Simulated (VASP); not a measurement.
# TiAl3 (I4/mmm) in VASP: notebook, part 2 of 2

VASP 6.6.1.

## (4) Single point, PBEsol (biaxial strain in the a-b plane: +2.0 %)

Input file INCAR:

```
  ALGO = Fast
  EDIFF = 1E-6
  ENCUT = 520
  GGA = PS
  ISIF = 2
  ISMEAR = 0
  LASPH = True
  LCHARG = False
  LREAL = False
  LWAVE = False
  NBANDS = 31
  NELM = 60
  PREC = Accurate
  SIGMA = 0.1
```

Input file KPOINTS:

```
k-points
0
Gamma
  10 10 4
```

Input file POSCAR:

```
TiAl3
1.0
    3.8918591098      0.0000000000      0.0000000000
    0.0000000000      3.8918591098      0.0000000000
    0.0000000000      0.0000000000      8.4513456903
Ti Al
2 6
Direct
    0.0000000000      0.0000000000      0.0000000000
    0.5000000000      0.5000000000      0.5000000000
    0.5000000000      0.5000000000      0.0000000000
    0.0000000000      0.5000000000      0.2500000000
    0.5000000000      0.0000000000      0.2500000000
    0.0000000000      0.0000000000      0.5000000000
    0.5000000000      0.0000000000      0.7500000000
    0.0000000000      0.5000000000      0.7500000000
```

Potentials or basis: VASP PAW PBE potentials, release 64 (Ti_sv, Al).

Started as:

```console
$ cat potpaw_PBE.64/Ti_sv/POTCAR potpaw_PBE.64/Al/POTCAR > POTCAR
$ mpirun -np 1 vasp_std > vasp.out
```

OUTCAR:

```text
EDIFF = 1E-6
   ENCUT = 520
   GGA = PS
   ISIF = 2
   ISMEAR = 0
   LASPH = True
   LREAL = False
   NELM = 60
   PREC = Accurate

 ion  position               nearest neighbor table
   1  0.000  0.000  0.000-   3 2.75   3 2.75   3 2.75   3 2.75   8 2.87   4 2.87   4 2.87   8 2.87
                             5 2.87   5 2.87   7 2.87   7 2.87
   2  0.500  0.500  0.500-   6 2.75   6 2.75   6 2.75   6 2.75   8 2.87   5 2.87   5 2.87   7 2.87
                             4 2.87   4 2.87   8 2.87   7 2.87
   3  0.500  0.500  0.000-   1 2.75   1 2.75   1 2.75   1 2.75   8 2.87   4 2.87   5 2.87   7 2.87
                             5 2.87   4 2.87   8 2.87   7 2.87
   4  0.000  0.500  0.250-   5 2.75   5 2.75   5 2.75   5 2.75   6 2.87   1 2.87   2 2.87   6 2.87
                             2 2.87   3 2.87   3 2.87   1 2.87
   5  0.500  0.000  0.250-   4 2.75   4 2.75   4 2.75   4 2.75   6 2.87   2 2.87   3 2.87   2 2.87
                             1 2.87   3 2.87   6 2.87   1 2.87
   6  0.000  0.000  0.500-   2 2.75   2 2.75   2 2.75   2 2.75   8 2.87   4 2.87   4 2.87   8 2.87
                             5 2.87   5 2.87   7 2.87   7 2.87
   7  0.500  0.000  0.750-   8 2.75   8 2.75   8 2.75   8 2.75   1 2.87   2 2.87   3 2.87   2 2.87
                             1 2.87   6 2.87   3 2.87   6 2.87
   8  0.000  0.500  0.750-   7 2.75   7 2.75   7 2.75   7 2.75   1 2.87   1 2.87   6 2.87   2 2.87
                             2 2.87   3 2.87   3 2.87   6 2.87

  LATTYP: Found a simple tetragonal cell.
 ALAT       =     3.8918591098
 C/A-ratio  =     2.1715446145

  Lattice vectors:

 A1 = (   3.8918591098,   0.0000000000,   0.0000000000)
 A2 = (   0.0000000000,   3.8918591098,   0.0000000000)
 A3 = (   0.0000000000,   0.0000000000,   8.4513456903)

Analysis of symmetry for initial positions (statically):
=====================================================================
 Subroutine PRICEL returns following result:

  LATTYP: Found a body centered tetragonal cell.
[... 172 lines left out ...]
   GGA     = PS    functional components
   LHFCALC =     F    Hartree Fock is set to
   AEXX    =    0.0000 exact exchange contribution
   IVDW    =     0    specifies the selected vdW correction
   LEPSILON=     F    determine dielectric tensor
   LRPA    =     F    only Hartree local field effects (RPA)
 non-spin polarized calculation
 RMM-DIIS sequential band-by-band and
 Gauss-broadening in eV      SIGMA  =   0.10
  energy-cutoff  :      520.00
  volume of cell :      128.01
 maximum number of plane-waves:      3464
 NGX is ok and might be reduce to    30
   NGX = 15   NGY = 15   NGZ = 31

 number of electron      41.9999993 magnetization

 Free energy of the ion-electron system (eV)
  ---------------------------------------------------
  ext. energy  EPLUGINS =         0.00000000
  ---------------------------------------------------
  free energy    TOTEN  =       -44.38466683 eV

  energy without entropy =      -44.36300342  energy(sigma->0) =      -44.37383513

 E-fermi :   8.0500     XC(G=0): -10.7845

 val. band max:        8.0466884572   @ k =   0.2000   0.0000   0.2500
 cond. band min:       8.0762298142   @ k =   0.3000   0.1000   0.5000
 fundamental gap:      0.0295413570
 Fermi energy:         8.0500005629

 k-point     1 :       0.0000    0.0000    0.0000
  band No.  band energies     occupation
      1     -48.2208      2.00000
      2     -48.2207      2.00000
      3     -24.6412      2.00000
      4     -24.6412      2.00000
      5     -24.6409      2.00000
      6     -24.6409      2.00000
[... 805 lines left out ...]
     30      11.7683      0.00000
     31      13.1792      0.00000

 [... further k-points ...]

------------------------ aborting loop because EDIFF is reached ----------------------------------------

  FORCE on cell =-STRESS in cart. coord.  units (eV):
  Direction    XX          YY          ZZ          XY          YZ          ZX
  --------------------------------------------------------------------------------------
  -------------------------------------------------------------------------------------
  Total       -3.7525219     -3.7525219      0.6930236      0.0000000      0.0000000      0.0000000
  in kB      -46.9670991    -46.9670991      8.6739825      0.0000000      0.0000000      0.0000000
  external PRESSURE =     -28.4200719 kB  Pullay stress =       0.0000000 kB

 VOLUME and BASIS-vectors are now :
 -----------------------------------------------------------------------------
  energy-cutoff  :      520.00
  volume of cell :      128.01
      direct lattice vectors                 reciprocal lattice vectors
     3.891859110  0.000000000  0.000000000     0.256946609  0.000000000  0.000000000
     0.000000000  3.891859110  0.000000000     0.000000000  0.256946609  0.000000000
     0.000000000  0.000000000  8.451345690     0.000000000  0.000000000  0.118324352

 POSITION                                       TOTAL-FORCE (eV/Angst)
 -----------------------------------------------------------------------------------
      0.00000      0.00000      0.00000        -0.000000     -0.000000     -0.000000
      1.94593      1.94593      4.22567         0.000000      0.000000      0.000000
      1.94593      1.94593      0.00000        -0.000000     -0.000000     -0.000000
      0.00000      1.94593      2.11284        -0.000000     -0.000000     -0.000000
      1.94593      0.00000      2.11284        -0.000000      0.000000     -0.000000
      0.00000      0.00000      4.22567        -0.000000     -0.000000     -0.000000
      1.94593      0.00000      6.33851        -0.000000     -0.000000     -0.000000
      0.00000      1.94593      6.33851        -0.000000     -0.000000     -0.000000
 -----------------------------------------------------------------------------------
    total drift:                                0.000000      0.000000      0.000000

  FREE ENERGIE OF THE ION-ELECTRON SYSTEM (eV)
  ---------------------------------------------------
  free  energy   TOTEN  =       -44.3846668348 eV

  energy  without entropy=      -44.3630034225  energy(sigma->0) =      -44.37383513
```

OSZICAR:

```text
N       E                     dE             d eps       ncg     rms          rms(c)
DAV:   1     0.332686225491E+03    0.33269E+03   -0.18260E+04  3906   0.130E+03
DAV:   2    -0.125681213157E+02   -0.34525E+03   -0.33473E+03  4046   0.364E+02
DAV:   3    -0.459685701237E+02   -0.33400E+02   -0.32390E+02  6396   0.100E+02
[... 32 lines left out ...]
RMM:  36    -0.443846588209E+02   -0.84353E-06   -0.13548E-05  3096   0.963E-03    0.129E-03
RMM:  37    -0.443846637864E+02   -0.49655E-05   -0.54806E-05  3141   0.918E-03    0.150E-03
RMM:  38    -0.443846647986E+02   -0.10121E-05   -0.14023E-05  3040   0.878E-03    0.153E-03
RMM:  39    -0.443846661727E+02   -0.13741E-05   -0.17183E-05  2958   0.842E-03    0.151E-03
RMM:  40    -0.443846668348E+02   -0.66209E-06   -0.99715E-06  2997   0.818E-03
   1 F= -.44384667E+02 E0= -.44373835E+02  d E =-.216634E-01
```

Wall time 5.2 min (1 thread of Intel Xeon 6975P-C (Granite Rapids), shared host); peak memory 0.36 GiB.

Results:

```yaml
Free_energy: -44.3847 eV
Pressure: -2.8 GPa
Band_gap_on_the_k_mesh: zero (bands 21 and 22 overlap by 2.03 eV)
```

Caveat: the cell differs from its parent crystal (biaxial strain in the a-b plane: +2.0 %); the PAW data sets were made with another functional, which shifts forces and pressure a little.

## (5) Single point, PBEsol (biaxial strain in the a-b plane: +2.0 %, then relaxed in part)

Input file INCAR:

```
  PREC = Accurate
  ENCUT = 520
  EDIFF = 1E-6
  ISMEAR = 0
  SIGMA = 0.1
  LREAL = F
  LASPH = T
  NELM = 80
  ALGO = Fast
  ISIF = 2
  LWAVE = F
  LCHARG = F
  GGA = PS
  NBANDS = 31
```

Input file KPOINTS:

```
Automatic mesh
0
Gamma
  10 10 4
```

POSCAR: that of step 4 with these lines changed.

```diff
@@ -4,3 +4,3 @@
     0.0000000000      3.8918591098      0.0000000000
-    0.0000000000      0.0000000000      8.4513456903
+    0.0000000000      0.0000000000      8.4836647180
 Ti Al
```

Potentials or basis: VASP PAW PBE potentials, release 64 (Ti_sv, Al).

Started as:

```console
$ cat potpaw_PBE.64/Ti_sv/POTCAR potpaw_PBE.64/Al/POTCAR > POTCAR
$ mpirun -np 1 vasp_std > vasp.out
```

OUTCAR:

```text
PREC = Accurate
   ENCUT = 520
   EDIFF = 1E-6
   ISMEAR = 0
   LREAL = F
   LASPH = T
   NELM = 80
   ISIF = 2
   GGA = PS

 ion  position               nearest neighbor table
   1  0.000  0.000  0.000-   3 2.75   3 2.75   3 2.75   3 2.75   8 2.88   4 2.88   4 2.88   8 2.88
                             5 2.88   5 2.88   7 2.88   7 2.88
   2  0.500  0.500  0.500-   6 2.75   6 2.75   6 2.75   6 2.75   8 2.88   5 2.88   5 2.88   7 2.88
                             4 2.88   4 2.88   8 2.88   7 2.88
   3  0.500  0.500  0.000-   1 2.75   1 2.75   1 2.75   1 2.75   8 2.88   4 2.88   5 2.88   7 2.88
                             5 2.88   4 2.88   8 2.88   7 2.88
   4  0.000  0.500  0.250-   5 2.75   5 2.75   5 2.75   5 2.75   6 2.88   1 2.88   2 2.88   6 2.88
                             2 2.88   3 2.88   3 2.88   1 2.88
[... 1054 lines left out ...]
  external PRESSURE =     -32.2312996 kB  Pullay stress =       0.0000000 kB

 VOLUME and BASIS-vectors are now :
 -----------------------------------------------------------------------------
  energy-cutoff  :      520.00
  volume of cell :      128.50
      direct lattice vectors                 reciprocal lattice vectors
     3.891859110  0.000000000  0.000000000     0.256946609  0.000000000  0.000000000
     0.000000000  3.891859110  0.000000000     0.000000000  0.256946609  0.000000000
     0.000000000  0.000000000  8.483664718     0.000000000  0.000000000  0.117873588

 POSITION                                       TOTAL-FORCE (eV/Angst)
 -----------------------------------------------------------------------------------
      0.00000      0.00000      0.00000        -0.000000      0.000000      0.000000
      1.94593      1.94593      4.24183         0.000000      0.000000     -0.000000
      1.94593      1.94593      0.00000        -0.000000     -0.000000      0.000000
      0.00000      1.94593      2.12092        -0.000000     -0.000000      0.000000
      1.94593      0.00000      2.12092        -0.000000     -0.000000      0.000000
      0.00000      0.00000      4.24183        -0.000000     -0.000000      0.000000
      1.94593      0.00000      6.36275        -0.000000     -0.000000      0.000000
      0.00000      1.94593      6.36275        -0.000000     -0.000000     -0.000000
 -----------------------------------------------------------------------------------
    total drift:                                0.000000      0.000000      0.000000

  FREE ENERGIE OF THE ION-ELECTRON SYSTEM (eV)
  ---------------------------------------------------
  free  energy   TOTEN  =       -44.3861533873 eV

  energy  without entropy=      -44.3652102963  energy(sigma->0) =      -44.37568184
```

OSZICAR:

```text
N       E                     dE             d eps       ncg     rms          rms(c)
DAV:   1     0.331407992647E+03    0.33141E+03   -0.18286E+04  3906   0.130E+03
DAV:   2    -0.126303760762E+02   -0.34404E+03   -0.33390E+03  4011   0.363E+02
DAV:   3    -0.461191591999E+02   -0.33489E+02   -0.32557E+02  6457   0.100E+02
[... 30 lines left out ...]
RMM:  34    -0.443861466282E+02    0.11227E-05   -0.18285E-05  6149   0.285E-02    0.483E-03
RMM:  35    -0.443861506000E+02   -0.39718E-05   -0.48473E-05  4733   0.169E-02    0.433E-03
RMM:  36    -0.443861493808E+02    0.12192E-05   -0.21955E-06  3390   0.104E-02    0.421E-03
RMM:  37    -0.443861553709E+02   -0.59901E-05   -0.77222E-05  4335   0.154E-02    0.999E-04
RMM:  38    -0.443861542856E+02    0.10853E-05   -0.97960E-07  3290   0.898E-03    0.526E-04
RMM:  39    -0.443861533873E+02    0.89829E-06   -0.30545E-06  2628   0.757E-03
   1 F= -.44386153E+02 E0= -.44375682E+02  d E =-.209431E-01
```

Run time: 5.6 min. Hardware: 1 thread of Intel Xeon 6975P-C (Granite Rapids), shared host; peak memory 0.36 GiB.

What came out:

| Property | Result |
| --- | --- |
| Free energy | -44.3862 eV |
| Pressure | -3.2 GPa |
| Band gap on the k mesh | zero (bands 21 and 22 overlap by 2.03 eV) |

Stress tensor (GPa, compression positive):
```
-4.87  0.00  0.00
 0.00 -4.87  0.00
 0.00  0.00  0.08
```

Caveat: the cell differs from its parent crystal (biaxial strain in the a-b plane: +2.0 %, then relaxed in part); the cell stands under tension; the PAW data sets were made with another functional, which shifts forces and pressure a little.

## (6) Overview

| cell | gap on the mesh (eV) | pressure (GPa) |
| --- | --- | --- |
| a = 3.816, b = 3.816, c = 8.554 Å, 8 atoms | none | 0.1 |
| a = 3.854, b = 3.854, c = 8.503 Å, 8 atoms | none | -1.4 |
| a = 3.892, b = 3.892, c = 8.451 Å, 8 atoms | none | -2.8 |
| a = 3.892, b = 3.892, c = 8.484 Å, 8 atoms | none | -3.2 |

Alike in all rows: task single point; level PBEsol; potentials or basis VASP PAW PBE potentials, release 64 (Ti_sv, Al); no spin polarisation; k mesh 10 × 10 × 4; cutoff (eV) 520; smearing gaussian 0.1 eV.

Caveats: the PAW data sets were made with another functional, which shifts forces and pressure a little; the cell stands under tension (at least some runs).

Absolute energies hang on the potentials; compare differences alone.
